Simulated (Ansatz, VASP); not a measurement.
# One calculation of NaZnCl3, two programs

POSCAR

```
NaZnCl3
1.0
    4.8823234109      0.0000000000      0.0000000000
    0.0000000000      4.8823234109      0.0000000000
    0.0000000000      0.0000000000      4.8823234109
Na Zn Cl
1 1 3
Direct
    0.0000000000      0.0000000000      0.0000000000
    0.5000000000      0.5000000000      0.5000000000
    0.5000000000      0.5000000000      0.0000000000
    0.5000000000      0.0000000000      0.5000000000
    0.0000000000      0.5000000000      0.5000000000
```

File INCAR.step1:

```
SYSTEM = NaZnCl3
  ALGO = Normal
  EDIFF = 1E-4
  ENCUT = 520
  GGA = PE
  ISMEAR = 0
  LASPH = .TRUE.
  LCHARG = .FALSE.
  LREAL = .FALSE.
  LWAVE = .TRUE.
  NBANDS = 28
  NELM = 60
  PREC = Accurate
  SIGMA = 0.01
```

INCAR.step2

```
SYSTEM = NaZnCl3
  ALGO = Normal
  EDIFF = 1E-7
  ENCUT = 520
  ISIF = 2
  ISMEAR = 0
  ISTART = 1
  LASPH = .TRUE.
  LCHARG = .FALSE.
  LMIXTAU = .TRUE.
  LREAL = .FALSE.
  LWAVE = .FALSE.
  METAGGA = R2SCAN
  NBANDS = 28
  NELM = 60
  PREC = Accurate
  SIGMA = 0.01
```

KPOINTS

```
k-points
0
G
  6 6 6
  0 0 0
```

Input for Ansatz:

```yaml
crystal:
  lattice:
    - [4.8823234109, 0.0, 0.0]
    - [0.0, 4.8823234109, 0.0]
    - [0.0, 0.0, 4.8823234109]
  atoms:
    - { symbol: Na, position: [0.0, 0.0, 0.0] }
    - { symbol: Zn, position: [0.5, 0.5, 0.5] }
    - { symbol: Cl, position: [0.5, 0.5, 0.0] }
    - { symbol: Cl, position: [0.5, 0.0, 0.5] }
    - { symbol: Cl, position: [0.0, 0.5, 0.5] }
kpoints:
  mp_grid: { grid: [6, 6, 6] }
  band_path:
    path: [[0.0, 0.0, 0.0], [0.0, 0.5, 0.0], [0.5, 0.5, 0.0], [0.5, 0.5, 0.5]]
    npoints: 1
hamiltonian:
  xc: r2scan
scf:
  occupations: { method: fixed }
  n_extra_bands: 5
output:
  forces: true
  stress: true
  eigenvalues: true
  write_density: true
  write_potential: true
  elf: true
  volumetric_format: npy
```

Change from the starting cell: hydrostatic strain +0.5%.

Alike in both runs: task single point; functional r2SCAN; k mesh 6 × 6 × 6; no spin polarisation.

```csv
,VASP,Ansatz
version,VASP 6.6.1,Ansatz 0.2.0
potentials or method,"VASP PAW PBE potentials, release 64 (Na_pv, Zn, Cl)","plane waves, PAW"
plane-wave cutoff (eV),520,500
occupations,"gaussian, width 0.01 eV",fixed
valence electrons in the cell,40,42
```

VASP gave:

```
gap on the k mesh at the Fermi level (eV) : 2.30
pressure (GPa)                            : -0.6
```

**Question.** Estimate Ansatz's values.

**Answer.** gap on the k mesh at the Fermi level (eV): 2.29; pressure (GPa): -0.6.

VASP's potentials were made for PBE, not for r2SCAN. VASP's potentials hold 40 valence electrons a cell and Ansatz's 42, so a difference there can come from the potentials and not from the codes.
